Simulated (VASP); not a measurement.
# KF (Carobbiite) (Fm-3m) in VASP: notebook

KF (Carobbiite) is run at these levels: r2SCAN, PBE, PBEsol, LDA; tasks: single point, relaxation of cell and atoms.

Program: VASP 6.6.1. These are calculated values, not measurements. Logs are shortened: lines on timing, memory, paths and dates and some standing lists are left out, and cuts for length are marked.

### Step 1. The cell of the first run

It takes space group Fm-3m (No. 225, cubic). Conventional cell: a = 5.318 Å, b = 5.318 Å, c = 5.318 Å, α = 90.00°, β = 90.00°, γ = 90.00°. K (site symmetry m-3m) has 6 F at 2.66 Å within 3.5 Å. F (site symmetry m-3m) has 6 K at 2.66 Å within 3.5 Å.

### Step 2. Single point, r2SCAN

Contents of POSCAR:

```
KF
1.0
    0.0000000000      2.6589566750      2.6589566750
    2.6589566750      0.0000000000      2.6589566750
    2.6589566750      2.6589566750      0.0000000000
K F
1 1
Direct
    0.0000000000      0.0000000000      0.0000000000
    0.5000000000      0.5000000000      0.5000000000
```

Contents of INCAR.step1:

```
  ALGO = Normal
  EDIFF = 1E-4
  ENCUT = 520
  GGA = PE
  ISMEAR = -1
  LASPH = T
  LCHARG = F
  LREAL = F
  LWAVE = T
  NBANDS = 15
  NELM = 60
  PREC = Accurate
  SIGMA = 0.02
```

Contents of INCAR.step2:

```
  ALGO = Normal
  EDIFF = 1E-6
  ENCUT = 520
  ISIF = 2
  ISMEAR = -1
  ISTART = 1
  LASPH = T
  LCHARG = F
  LMIXTAU = T
  LREAL = F
  LWAVE = F
  METAGGA = R2SCAN
  NBANDS = 15
  NELM = 60
  PREC = Accurate
  SIGMA = 0.02
```

Contents of KPOINTS:

```
k-points
0
Gamma
  8 8 8
```

Potentials or basis: VASP PAW PBE potentials, release 64 (K_sv, F).

Command:

```sh
cat potpaw_PBE.64/K_sv/POTCAR potpaw_PBE.64/F/POTCAR > POTCAR
cp INCAR.step1 INCAR
mpirun -np 1 vasp_std > vasp.out
cp INCAR.step2 INCAR
mpirun -np 1 vasp_std > vasp.out
```

OUTCAR:

```text
EDIFF = 1E-6
   ENCUT = 520
   ISIF = 2
   ISMEAR = -1
   ISTART = 1
   LASPH = T
   LREAL = F
   METAGGA = R2SCAN
   NELM = 60
   PREC = Accurate

 ion  position               nearest neighbor table
   1  0.000  0.000  0.000-   2 2.66   2 2.66   2 2.66   2 2.66   2 2.66   2 2.66
   2  0.500  0.500  0.500-   1 2.66   1 2.66   1 2.66   1 2.66   1 2.66   1 2.66

  LATTYP: Found a face centered cubic cell.
 ALAT       =     5.3179133500

  Lattice vectors:

 A1 = (   0.0000000000,   2.6589566750,   2.6589566750)
 A2 = (   2.6589566750,   0.0000000000,   2.6589566750)
 A3 = (   2.6589566750,   2.6589566750,   0.0000000000)

Analysis of symmetry for initial positions (statically):
=====================================================================
 Subroutine PRICEL returns:
 Original cell was already a primitive cell.

 Routine SETGRP: Setting up the symmetry group for a
 face centered cubic supercell.

 Subroutine GETGRP returns: Found 48 space group operations
 (whereof 48 operations were pure point group operations)
 out of a pool of 48 trial point group operations.

The static configuration has the point symmetry O_h .

Analysis of symmetry for dynamics (positions and initial velocities):
=====================================================================
 Subroutine PRICEL returns:
 Original cell was already a primitive cell.

 Routine SETGRP: Setting up the symmetry group for a
 face centered cubic supercell.

 Subroutine GETGRP returns: Found 48 space group operations
 (whereof 48 operations were pure point group operations)
 out of a pool of 48 trial point group operations.

The dynamic configuration has the point symmetry O_h .

 Subroutine INISYM returns: Found 48 space group operations
 (whereof 48 operations are pure point group operations),
 and found     1 'primitive' translations

----------------------------------------------------------------------------------------

                                     Primitive cell

  volume of cell :      37.5979

  direct lattice vectors                    reciprocal lattice vectors
     0.000000000  2.658956675  2.658956675    -0.188043681  0.188043681  0.188043681
     2.658956675  0.000000000  2.658956675     0.188043681 -0.188043681  0.188043681
     2.658956675  2.658956675  0.000000000     0.188043681  0.188043681 -0.188043681

  length of vectors
     3.760332592  3.760332592  3.760332592     0.325701209  0.325701209  0.325701209

  position of ions in fractional coordinates (direct lattice)
     0.000000000  0.000000000  0.000000000
     0.500000000  0.500000000  0.500000000

  ion indices of the primitive-cell ions
   primitive index   ion index
                 1           1
                 2           2

----------------------------------------------------------------------------------------

 KPOINTS: k-points

Automatic generation of k-mesh.
 Grid dimensions read from file:
 generate k-points for:    8    8    8

 Generating k-lattice:

  Cartesian coordinates                     Fractional coordinates (reciprocal lattice)
    -0.023505460  0.023505460  0.023505460     0.125000000  0.000000000  0.000000000
     0.023505460 -0.023505460  0.023505460     0.000000000  0.125000000  0.000000000
     0.023505460  0.023505460 -0.023505460     0.000000000  0.000000000  0.125000000

  Length of vectors
     0.040712651  0.040712651  0.040712651

  Shift w.r.t. Gamma in fractional coordinates (k-lattice)
     0.000000000  0.000000000  0.000000000

 Subroutine IBZKPT returns following result:
 ===========================================

 Found     29 irreducible k-points:

 Following reciprocal coordinates:
            Coordinates               Weight
  0.000000  0.000000  0.000000      1.000000
  0.125000  0.000000  0.000000      8.000000
  0.250000  0.000000  0.000000      8.000000
  0.375000  0.000000  0.000000      8.000000
  0.500000  0.000000  0.000000      4.000000
  0.125000  0.125000  0.000000      6.000000
[... 16 lines left out ...]
  0.500000  0.250000  0.125000     48.000000
 -0.375000  0.250000  0.125000     24.000000
 [... further k-points ...]
   k-points           NKPTS =     29   k-points in BZ     NKDIM =     29   number of bands    NBANDS=     15
   number of dos      NEDOS =    301   number of ions     NIONS =      2
   total plane-waves  NPLWV =  21952
   dimension x,y,z NGX =    28 NGY =   28 NGZ =   28
   dimension x,y,z NGXF=    56 NGYF=   56 NGZF=   56
   ions per type =               1   1
   NGX,Y,Z   is equivalent  to a cutoff of  12.38, 12.38, 12.38 a.u.
   NGXF,Y,Z  is equivalent  to a cutoff of  24.76, 24.76, 24.76 a.u.
 SYSTEM =  unknown system
   PREC   = accura    normal or accurate (medium, high low for compatibility)
   ISTART =      1    job   : 0-new  1-cont  2-samecut
   ICHARG =      0    charge: 1-file 2-atom 10-const
   ISPIN  =      1    spin polarized calculation?
   LNONCOLLINEAR =      F non collinear calculations
   LSORBIT =      F    spin-orbit coupling
   LASPH  =      T    aspherical Exc in radial PAW
   ENCUT  =  520.0 eV  38.22 Ry    6.18 a.u.   6.99  6.99  6.99*2*pi/ulx,y,z
   NELM   =     60;   NELMIN=  2; NELMDL=  0     # of ELM steps
   EDIFF  = 0.1E-05   stopping-criterion for ELM
   LREAL  =      F    real-space projection
   EDIFFG = 0.1E-04   stopping-criterion for IOM
   NSW    =      0    number of steps for IOM
   IBRION =     -1    ionic relax: 0-MD 1-quasi-New 2-CG
   NFREE  =      0    steps in history (QN), initial steepest desc. (CG)
   ISIF   =      2    stress and relaxation
   ISYM   =      2    0-nonsym 1-usesym 2-fastsym
   POTIM  = 0.5000    time-step for ionic-motion
   TEBEG  =    0.0;   TEEND  =   0.0 temperature during run
   PSTRESS=    0.0 pullay stress
   NELECT =      16.0000    total number of electrons
   NUPDOWN=      -1.0000    fix difference up-down
   EMIN   =  10.00;   EMAX   =-10.00  energy-range for DOS
   EFERMI =   0.00;   METHOD = LEGACY
   ISMEAR =    -1;   SIGMA  =   0.02  broadening in eV -4-tet -1-fermi 0-gaus
   EFERMI_NEDOS =   21; number of points for ismear=-14 and -15
   IALGO  =     38    algorithm
   IMIX   =      4    mixing-type and parameters
     AMIX     =   0.40;   BMIX     =  1.00
     AMIX_MAG =   1.60;   BMIX_MAG =  1.00
  volume/ion in A,a.u.               =      18.80       126.86
  Fermi-wavevector in a.u.,A,eV,Ry     =   1.231384  2.326979 20.630609  1.516307
  Thomas-Fermi vector in A             =   2.366196
   LORBIT       =      0    0 simple, 1 ext, 2 COOP (PROOUT), +10 PAW based schemes
   METAGGA = R2SCAN    functional components
   LHFCALC =     F    Hartree Fock is set to
   AEXX    =    0.0000 exact exchange contribution
   IVDW    =     0    specifies the selected vdW correction
   LEPSILON=     F    determine dielectric tensor
   LRPA    =     F    only Hartree local field effects (RPA)
 non-spin polarized calculation
  energy-cutoff  :      520.00
  volume of cell :       37.60
 maximum number of plane-waves:      1036
   NGX = 13   NGY = 13   NGZ = 13

 number of electron      16.0000010 magnetization

 Free energy of the ion-electron system (eV)
  ---------------------------------------------------
  ext. energy  EPLUGINS =         0.00000000
  ---------------------------------------------------
  free energy    TOTEN  =       -14.97291624 eV

  energy without entropy =      -14.97291624  energy(sigma->0) =      -14.97291624

 E-fermi :  -2.8436     XC(G=0):  -8.9718

 val. band max:       -3.3119790954   @ k =   0.0000   0.0000   0.0000
 cond. band min:       3.5957649611   @ k =   0.0000   0.0000   0.0000
 fundamental gap:      6.9077440565
 Fermi energy:        -2.8436246392

 k-point     1 :       0.0000    0.0000    0.0000
  band No.  band energies     occupation
      1     -30.3949      2.00000
      2     -23.1085      2.00000
      3     -12.8696      2.00000
      4     -12.8696      2.00000
      5     -12.8696      2.00000
      6      -3.3120      2.00000
      7      -3.3120      2.00000
      8      -3.3120      2.00000
      9       3.5958      0.00000
     10       8.1806      0.00000
     11       8.1806      0.00000
     12       8.1806      0.00000
     13      10.0621      0.00000
     14      10.0621      0.00000
     15      13.9772      0.00000

 k-point     2 :       0.1250    0.0000    0.0000
  band No.  band energies     occupation
      1     -30.3802      2.00000
      2     -23.1225      2.00000
      3     -12.9116      2.00000
      4     -12.8750      2.00000
      5     -12.8750      2.00000
      6      -3.4474      2.00000
      7      -3.3647      2.00000
      8      -3.3646      2.00000
      9       4.0334      0.00000
     10       7.8798      0.00000
     11       8.4004      0.00000
     12       8.4004      0.00000
     13      10.2122      0.00000
     14      10.2122      0.00000
     15      14.8089      0.00000

 k-point     3 :       0.2500    0.0000    0.0000
  band No.  band energies     occupation
      1     -30.3444      2.00000
      2     -23.1555      2.00000
      3     -13.0119      2.00000
      4     -12.8878      2.00000
      5     -12.8878      2.00000
      6      -3.7384      2.00000
      7      -3.4892      2.00000
      8      -3.4892      2.00000
      9       5.1218      0.00000
     10       7.4794      0.00000
     11       8.9504      0.00000
     12       8.9504      0.00000
     13      10.6740      0.00000
     14      10.6740      0.00000
     15      16.1137      0.00000

 k-point     4 :       0.3750    0.0000    0.0000
  band No.  band energies     occupation
      1     -30.3082      2.00000
      2     -23.1891      2.00000
      3     -13.1111      2.00000
      4     -12.9004      2.00000
      5     -12.9003      2.00000
      6      -3.9933      2.00000
      7      -3.6102      2.00000
      8      -3.6102      2.00000
      9       6.1600      0.00000
     10       7.6081      0.00000
     11       9.4835      0.00000
     12       9.4836      0.00000
     13      11.4742      0.00000
     14      11.4742      0.00000
     15      15.0510      0.00000
[... 307 lines left out ...]
 k-point    22 :       0.3750    0.2500    0.1250
  band No.  band energies     occupation
      1     -30.3201      2.00000
      2     -23.1608      2.00000
      3     -13.0526      2.00000
      4     -13.0209      2.00000
      5     -12.9198      2.00000
      6      -3.8341      2.00000
      7      -3.5239      2.00000
      8      -3.3855      2.00000
      9       5.8341      0.00000
     10       6.7876      0.00000
     11       9.4949      0.00000
     12       9.6238      0.00000
     13      10.7011      0.00000
     14      11.1549      0.00000
     15      16.3252      0.00000

 k-point    23 :       0.5000    0.2500    0.1250
  band No.  band energies     occupation
      1     -30.2925      2.00000
      2     -23.1752      2.00000
      3     -13.1538      2.00000
      4     -13.0748      2.00000
      5     -12.9351      2.00000
      6      -3.8642      2.00000
      7      -3.6088      2.00000
      8      -3.4655      2.00000
      9       6.6100      0.00000
     10       7.0338      0.00000
     11       9.3987      0.00000
     12      10.1821      0.00000
     13      11.2387      0.00000
     14      12.2167      0.00000
     15      14.1792      0.00000

 k-point    24 :      -0.3750    0.2500    0.1250
  band No.  band energies     occupation
      1     -30.2810      2.00000
      2     -23.1809      2.00000
      3     -13.1995      2.00000
      4     -13.0915      2.00000
      5     -12.9430      2.00000
      6      -3.8703      2.00000
      7      -3.5875      2.00000
      8      -3.5617      2.00000
      9       6.7523      0.00000
     10       7.4695      0.00000
     11       9.3614      0.00000
     12      10.3621      0.00000
     13      11.7292      0.00000
     14      12.7684      0.00000
     15      13.2233      0.00000

 [... further k-points ...]
[... 5 lines left out ...]
  --------------------------------------------------------------------------------------
  -------------------------------------------------------------------------------------
  Total       -0.0077477     -0.0077477     -0.0077477      0.0000000      0.0000000     -0.0000000
  in kB       -0.3301549     -0.3301549     -0.3301549      0.0000000      0.0000000     -0.0000000
  external PRESSURE =      -0.3301549 kB  Pullay stress =       0.0000000 kB

 VOLUME and BASIS-vectors are now :
 -----------------------------------------------------------------------------
  energy-cutoff  :      520.00
  volume of cell :       37.60
      direct lattice vectors                 reciprocal lattice vectors
     0.000000000  2.658956675  2.658956675    -0.188043681  0.188043681  0.188043681
     2.658956675  0.000000000  2.658956675     0.188043681 -0.188043681  0.188043681
     2.658956675  2.658956675  0.000000000     0.188043681  0.188043681 -0.188043681

 POSITION                                       TOTAL-FORCE (eV/Angst)
 -----------------------------------------------------------------------------------
      0.00000      0.00000      0.00000        -0.000000     -0.000000     -0.000000
      2.65896      2.65896      2.65896         0.000000      0.000000      0.000000
 -----------------------------------------------------------------------------------
    total drift:                                0.000000      0.000000      0.000000

  FREE ENERGIE OF THE ION-ELECTRON SYSTEM (eV)
  ---------------------------------------------------
  free  energy   TOTEN  =       -14.9729162426 eV

  energy  without entropy=      -14.9729162426  energy(sigma->0) =      -14.97291624
```

Run time: 50 s. Hardware: 1 thread of Intel Xeon Platinum 8488C (Sapphire Rapids), shared host; peak memory 0.17 GiB.

What came out:

```yaml
Free_energy: -14.9729 eV
Pressure: 0.0 GPa
Band_gap_on_the_k_mesh: 6.91 eV, direct
```

Caveat: the PAW data sets were made with another functional, which shifts forces and pressure a little. A k mesh can miss the band edges.

(Continued in part 2 of 2.)
